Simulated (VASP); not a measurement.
Pt: single point with r2SCAN

Pt:

```
Pt
1.0
     0.00000    1.96997    1.96997
     1.96997    0.00000    1.96997
     1.96997    1.96997    0.00000
Pt
1
Direct
  0.00000 0.00000 0.00000
```

```yaml
Program: VASP 6.6.1
Task: single point
Functional: r2SCAN
Potentials_or_basis: VASP PAW PBE potentials, release 64 (Pt)
Cutoff: 550 eV
k_mesh: 18 × 18 × 18
Occupations: gaussian, width 0.1 eV
Spin: no spin polarisation
```

```yaml
Pressure: 0.8 GPa
Band_gap_on_the_k_mesh: zero (band 5 reaches 11.26 eV, above the bottom of band 6 at 8.94 eV)
```

Levels at points of the mesh, in eV from the Fermi level:
```
           k point  band 3  band 4  band 5  band 6  band 7  band 8
(0.00, 0.00, 0.00)   -3.83   -3.83   -1.72   -1.72   15.52   20.61
(0.50, 0.00, 0.00)   -3.93   -0.25    0.02    0.02    6.05   15.16
(0.50, 0.50, 0.00)   -0.06    0.51    0.51    1.97    9.19   11.98
```

It took 56 s on 1 thread of Intel(R) Xeon(R) Platinum 8559C (Emerald Rapids), on a shared host, peak memory 0.18 GiB.

Caveat: the PAW data sets were made with another functional, which shifts forces and pressure a little; spin-orbit coupling is left out, which moves the levels of the heavy elements.
